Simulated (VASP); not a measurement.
# LaHg (Pm-3m) in VASP: further runs, part 2 of 2

VASP 6.6.1. The steps go on from the part before.

### 3 Electric field gradients, LDA (28.53 Å³/atom)

This run uses another cell than the first one, of 28.53 Å³/atom.

INCAR

```
SYSTEM = LaHg
PREC = Accurate ; ENCUT = 520
EDIFF = 1E-8 ; ISMEAR = -1
SIGMA = 0.08 ; LREAL = .FALSE.
LASPH = .TRUE. ; NELM = 80
ALGO = Normal ; ISIF = 2
LWAVE = .FALSE. ; LCHARG = .FALSE.
GGA = CA ; LEFG = .TRUE.
NBANDS = 18
```

KPOINTS

```
regular mesh
0
G
  11 11 11
  0 0 0
```

POSCAR

```
LaHg
1.0
    3.8497476020      0.0000000000      0.0000000000
    0.0000000000      3.8497476020      0.0000000000
    0.0000000000      0.0000000000      3.8497476020
La Hg
1 1
Direct
    0.5000000000      0.5000000000      0.5000000000
    0.0000000000      0.0000000000      0.0000000000
```

Potentials or basis: VASP PAW LDA potentials, release 64 (La, Hg).

Command:

```
> cat potpaw_LDA.64/La/POTCAR potpaw_LDA.64/Hg/POTCAR > POTCAR
> mpirun -np 1 vasp_std > vasp.out
```

OUTCAR:

```text
SYSTEM = LaHg
   PREC = Accurate
   ENCUT = 520
   EDIFF = 1E-8
   ISMEAR = -1
   LREAL = .FALSE.
   LASPH = .TRUE.
   NELM = 80
   ISIF = 2
   GGA = CA

 ion  position               nearest neighbor table
   1  0.500  0.500  0.500-   2 3.33   2 3.33   2 3.33   2 3.33   2 3.33   2 3.33   2 3.33   2 3.33

   2  0.000  0.000  0.000-   1 3.33   1 3.33   1 3.33   1 3.33   1 3.33   1 3.33   1 3.33   1 3.33

  LATTYP: Found a simple cubic cell.
 ALAT       =     3.8497476020

  Lattice vectors:

 A1 = (   3.8497476020,   0.0000000000,   0.0000000000)
 A2 = (   0.0000000000,   3.8497476020,   0.0000000000)
 A3 = (   0.0000000000,   0.0000000000,   3.8497476020)

Analysis of symmetry for initial positions (statically):
=====================================================================
 Subroutine PRICEL returns:
 Original cell was already a primitive cell.

 Routine SETGRP: Setting up the symmetry group for a
 simple cubic supercell.

 Subroutine GETGRP returns: Found 48 space group operations
 (whereof 48 operations were pure point group operations)
 out of a pool of 48 trial point group operations.

The static configuration has the point symmetry O_h .

Analysis of symmetry for dynamics (positions and initial velocities):
=====================================================================
 Subroutine PRICEL returns:
 Original cell was already a primitive cell.

 Routine SETGRP: Setting up the symmetry group for a
 simple cubic supercell.

 Subroutine GETGRP returns: Found 48 space group operations
 (whereof 48 operations were pure point group operations)
 out of a pool of 48 trial point group operations.

The dynamic configuration has the point symmetry O_h .

[... 157 lines left out ...]
      3      -9.8968      2.00000
      4      -9.8968      2.00000
      5      -1.1027      2.00000
      6      -1.1027      2.00000
[... 481 lines left out ...]
      5      -0.9859      2.00000
      6      -0.8008      2.00000
[... 10 lines left out ...]
     17       8.0578      0.00000
     18       8.0639      0.00000

 [... further k-points ...]

------------------------ aborting loop because EDIFF is reached ----------------------------------------

  FORCE on cell =-STRESS in cart. coord.  units (eV):
  Direction    XX          YY          ZZ          XY          YZ          ZX
  --------------------------------------------------------------------------------------
  -------------------------------------------------------------------------------------
  Total       -0.8088715     -0.8088715     -0.8088715     -0.0000000      0.0000000     -0.0000000
  in kB      -22.7139860    -22.7139860    -22.7139860     -0.0000000      0.0000000     -0.0000000
  external PRESSURE =     -22.7139860 kB  Pullay stress =       0.0000000 kB

 VOLUME and BASIS-vectors are now :
 -----------------------------------------------------------------------------
  energy-cutoff  :      520.00
  volume of cell :       57.06
      direct lattice vectors                 reciprocal lattice vectors
     3.849747602  0.000000000  0.000000000     0.259757289  0.000000000  0.000000000
     0.000000000  3.849747602  0.000000000     0.000000000  0.259757289  0.000000000
     0.000000000  0.000000000  3.849747602     0.000000000  0.000000000  0.259757289

 POSITION                                       TOTAL-FORCE (eV/Angst)
 -----------------------------------------------------------------------------------
      1.92487      1.92487      1.92487         0.000000      0.000000      0.000000
      0.00000      0.00000      0.00000         0.000000      0.000000      0.000000
 -----------------------------------------------------------------------------------
    total drift:                                0.000000     -0.000000     -0.000000

  FREE ENERGIE OF THE ION-ELECTRON SYSTEM (eV)
  ---------------------------------------------------
  free  energy   TOTEN  =        -7.6831739437 eV

  energy  without entropy=       -7.6249096973  energy(sigma->0) =       -7.65404182

 Electric field gradients (V/A^2)
---------------------------------------------------------------------
 ion       V_xx      V_yy      V_zz      V_xy      V_xz      V_yz
---------------------------------------------------------------------
   1      -0.000     0.000    -0.000     0.000    -0.000    -0.000
   2      -0.000    -0.000    -0.000    -0.000     0.000     0.000
---------------------------------------------------------------------

 Electric field gradients after diagonalization (V/A^2)
 (convention: |V_zz| > |V_xx| > |V_yy|)
----------------------------------------------------------------------
 ion       V_xx      V_yy      V_zz     asymmetry (V_yy - V_xx)/ V_zz
----------------------------------------------------------------------
   1      -0.000     0.000    -0.000      -0.047
   2      -0.000    -0.000    -0.000      -0.035
----------------------------------------------------------------------

           NMR quadrupolar parameters

 Cq : quadrupolar parameter    Cq=e*Q*V_zz/h
 eta: asymmetry parameters     (V_yy - V_xx)/ V_zz
 Q  : nuclear electric quadrupole moment in mb (millibarn)
----------------------------------------------------------------------
 ion       Cq(MHz)       eta       Q (mb)
----------------------------------------------------------------------
   1      -0.000      -0.047       1.000
   2      -0.000      -0.035       1.000
----------------------------------------------------------------------
```

OSZICAR:

```text
N       E                     dE             d eps       ncg     rms          rms(c)
DAV:   1     0.195910466530E+03    0.19591E+03   -0.96615E+03  2088   0.185E+03
DAV:   2     0.191147608649E+02   -0.17680E+03   -0.16422E+03  2506   0.266E+02
DAV:   3    -0.643427872415E+01   -0.25549E+02   -0.24396E+02  2816   0.133E+02
DAV:   4    -0.814351348095E+01   -0.17092E+01   -0.16381E+01  3726   0.291E+01
DAV:   5    -0.819945095885E+01   -0.55937E-01   -0.55412E-01  2780   0.420E+00    0.426E+00
DAV:   6    -0.769915525181E+01    0.50030E+00   -0.29835E+00  3276   0.141E+01    0.308E+00
DAV:   7    -0.769365249825E+01    0.55028E-02   -0.14718E-01  3328   0.323E+00    0.165E+00
DAV:   8    -0.768377113596E+01    0.98814E-02   -0.16335E-02  3374   0.111E+00    0.141E-01
DAV:   9    -0.768321408987E+01    0.55705E-03   -0.18368E-03  3616   0.369E-01    0.419E-02
DAV:  10    -0.768317760842E+01    0.36481E-04   -0.24626E-04  3656   0.133E-01    0.226E-02
DAV:  11    -0.768317434721E+01    0.32612E-05   -0.15191E-05  3126   0.322E-02    0.121E-02
DAV:  12    -0.768317392614E+01    0.42108E-06   -0.74981E-06  3560   0.183E-02    0.937E-04
DAV:  13    -0.768317394267E+01   -0.16530E-07   -0.25410E-07  2764   0.349E-03    0.432E-04
DAV:  14    -0.768317394368E+01   -0.10082E-08   -0.27661E-08  2944   0.128E-03
   1 F= -.76831739E+01 E0= -.76540418E+01  d E =-.582642E-01
```

stdout:

```text
POSCAR found type information on POSCAR LaHg
 POSCAR found :  2 types and       2 ions
 scaLAPACK will be used
 LDA part: xc-table for (Slater(with rela. corr.)+CA(PZ))
 , standard interpolation
 POSCAR, INCAR and KPOINTS ok, starting setup
 FFT: planning ... GRIDC
 FFT: planning ... GRID_SOFT
 FFT: planning ... GRID
 WAVECAR not read
 entering main loop
ion   1

ion   2
```

Run time: 85 s. Hardware: 1 thread of AMD EPYC 7R13, shared host; peak memory 0.21 GiB.

What came out:

```
Free energy                             : -7.6832 eV
Pressure                                : -2.3 GPa
Band gap on the k mesh                  : zero (an odd number of electrons rules out a gap without spin polarisation)
Largest electric field gradient by atom : under 0.05 V/Å² on every atom
```

Caveat: spin-orbit coupling is left out, which moves the levels of the heavy elements.

### 4 Electric field gradients, LDA (28.53 Å³/atom)

This run uses another cell than the first one, of 28.53 Å³/atom.

INCAR

```
PREC     = Accurate       # precision mode
ENCUT    = 520            # plane-wave cutoff, eV
EDIFF    = 1E-8           # SCF threshold, eV
ISMEAR   = -1             # smearing method
SIGMA    = 0.08           # smearing width, eV
LREAL    = F              # projectors in reciprocal space
LASPH    = T              # aspherical terms in the spheres
NELM     = 100            # most SCF steps
ALGO     = Normal         # electronic algorithm
ISIF     = 2              # what is computed and relaxed
LWAVE    = F              # write WAVECAR
LCHARG   = F              # write CHGCAR
GGA      = CA             # functional
LEFG     = T            
NBANDS   = 18             # bands
```

KPOINTS

```
Automatic mesh
0
Gamma
  11 11 11
```

POSCAR is that of step 3.

Potentials or basis: VASP PAW LDA potentials, release 64 (La, Hg).

Command:

```
> cat potpaw_LDA.64/La/POTCAR potpaw_LDA.64/Hg/POTCAR > POTCAR
> mpirun -np 1 vasp_std > vasp.out
```

OUTCAR:

```text
PREC = Accurate
   ENCUT = 520
   EDIFF = 1E-8
   ISMEAR = -1
   LREAL = F
   LASPH = T
   NELM = 100
   ISIF = 2
   GGA = CA

 ion  position               nearest neighbor table
   1  0.500  0.500  0.500-   2 3.33   2 3.33   2 3.33   2 3.33   2 3.33   2 3.33   2 3.33   2 3.33

   2  0.000  0.000  0.000-   1 3.33   1 3.33   1 3.33   1 3.33   1 3.33   1 3.33   1 3.33   1 3.33

  LATTYP: Found a simple cubic cell.
 ALAT       =     3.8497476020

  Lattice vectors:

 A1 = (   3.8497476020,   0.0000000000,   0.0000000000)
 A2 = (   0.0000000000,   3.8497476020,   0.0000000000)
 A3 = (   0.0000000000,   0.0000000000,   3.8497476020)

[... 715 lines left out ...]
  free  energy   TOTEN  =        -7.6831739437 eV

  energy  without entropy=       -7.6249096973  energy(sigma->0) =       -7.65404182

 Electric field gradients (V/A^2)
---------------------------------------------------------------------
 ion       V_xx      V_yy      V_zz      V_xy      V_xz      V_yz
---------------------------------------------------------------------
   1      -0.000     0.000    -0.000     0.000    -0.000    -0.000
   2      -0.000    -0.000    -0.000    -0.000     0.000     0.000
---------------------------------------------------------------------

 Electric field gradients after diagonalization (V/A^2)
 (convention: |V_zz| > |V_xx| > |V_yy|)
----------------------------------------------------------------------
 ion       V_xx      V_yy      V_zz     asymmetry (V_yy - V_xx)/ V_zz
----------------------------------------------------------------------
   1      -0.000     0.000    -0.000      -0.047
   2      -0.000    -0.000    -0.000      -0.035
----------------------------------------------------------------------

           NMR quadrupolar parameters

 Cq : quadrupolar parameter    Cq=e*Q*V_zz/h
 eta: asymmetry parameters     (V_yy - V_xx)/ V_zz
 Q  : nuclear electric quadrupole moment in mb (millibarn)
----------------------------------------------------------------------
 ion       Cq(MHz)       eta       Q (mb)
----------------------------------------------------------------------
   1      -0.000      -0.047       1.000
   2      -0.000      -0.035       1.000
----------------------------------------------------------------------
```

Wall time 91 s (1 thread of AMD EPYC 7R13, shared host); peak memory 0.21 GiB.

Results:

```
Free energy                             : -7.6832 eV
Pressure                                : -2.3 GPa
Band gap on the k mesh                  : zero (an odd number of electrons rules out a gap without spin polarisation)
Largest electric field gradient by atom : under 0.05 V/Å² on every atom
```

Caveat: spin-orbit coupling is left out, which moves the levels of the heavy elements.
